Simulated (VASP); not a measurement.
Runs of VASP 6.6.1 on V. The structure is that of space group Pm-3m (No. 221), or close to it. The cells are those of the table. 

```csv
task,cell,cutoff (eV),gap on the mesh (eV),pressure (GPa)
single point,"a = 2.127 Å, 1 atom",520,none,(a)
relaxation of cell and atoms,"relaxed to 130 GPa from a = 2.137 Å, 1 atom",600,none,129.9
single point,"a = 2.126 Å, 1 atom",520,none,134.3
relaxation of cell and atoms,"relaxed to 130 GPa from a = 2.127 Å, 1 atom",600,none,130.0
```

Alike in all rows: level PBE; potentials or basis VASP PAW PBE potentials, release 64 (V_sv); no spin polarisation; k mesh 18 × 18 × 18; smearing fermi-dirac 0.1 eV.

Problem. Estimate the missing entries.

Solution. (a) 134.1.

Caveats: the cell is relaxed towards a set pressure, so the enthalpy falls and the energy may rise (some runs).

A gap of «none» marks levels without a gap at the run's occupations.
